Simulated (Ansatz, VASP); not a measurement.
## Mg3ZrN2: VASP beside Ansatz

File INCAR:

```
PREC = Accurate
ENCUT = 520
EDIFF = 1E-7
ISMEAR = 0
SIGMA = 0.1
LREAL = F
LASPH = T
NELM = 100
ALGO = Normal
ISIF = 2
LWAVE = F
LCHARG = T
GGA = PE
LELF = T
LVHAR = T
NBANDS = 23
```

KPOINTS

```
regular mesh
0
Gamma
  6 6 2
```

File POSCAR:

```
Mg3ZrN2
1.0
    3.8064074400      0.0000000000      0.0000000000
   -1.9032037200      3.2964455400      0.0000000000
    0.0000000000      0.0000000000      8.6251321300
Mg Zr N
3 1 2
Direct
    0.3333333300      0.6666666700      0.5000000000
    0.6666666700      0.3333333300      0.5000000000
    0.0000000000      0.0000000000      0.0000000000
    0.0000000000      0.0000000000      0.5000000000
    0.0000000000      0.0000000000      0.7800964500
    0.0000000000      0.0000000000      0.2199035500
```

Input for Ansatz:

```yaml
crystal:
  lattice:
    - [3.80640744, 0.0, 0.0]
    - [-1.90320372, 3.29644554, 0.0]
    - [0.0, 0.0, 8.62513213]
  atoms:
    - { symbol: Mg, position: [0.33333333, 0.66666667, 0.5] }
    - { symbol: Mg, position: [0.66666667, 0.33333333, 0.5] }
    - { symbol: Mg, position: [0.0, 0.0, 0.0] }
    - { symbol: Zr, position: [0.0, 0.0, 0.5] }
    - { symbol: "N", position: [0.0, 0.0, 0.78009645] }
    - { symbol: "N", position: [0.0, 0.0, 0.21990355] }
basis:
  ecutwfc: 420
kpoints:
  mp_grid: { grid: [6, 6, 2] }
hamiltonian:
  xc: pbe
scf:
  occupations: { method: gaussian, width: 0.1 }
  lower_state_search: "off"
output:
  forces: true
  stress: true
  eigenvalues: true
```

Alike in both runs: task single point; functional PBE; k mesh 6 × 6 × 2; occupations gaussian, width 0.1 eV; no spin polarisation.

```csv
,VASP,Ansatz
version,VASP 6.6.1,Ansatz 0.2.0
potentials or method,"VASP PAW PBE potentials, release 64 (Mg, Zr_sv, N), cutoff 520 eV","scalar-relativistic, plane waves, PAW"
valence electrons in the cell,28,52
```

```tsv
	VASP	Ansatz	Ansatz less VASP
gap on the k mesh at the Fermi level (eV)	none	none	-
rms of the force components (eV/Å)	1.727	1.718	-0.0092
```

Atom by atom the forces differ by 0.009 eV/Å (rms over components). A gap of «none» marks a metal or a gap that the smearing closes. VASP's potentials hold 28 valence electrons a cell and Ansatz's 52, so a difference there can come from the potentials and not from the codes.

The k mesh is coarse, so the values compare programs but aren't converged.
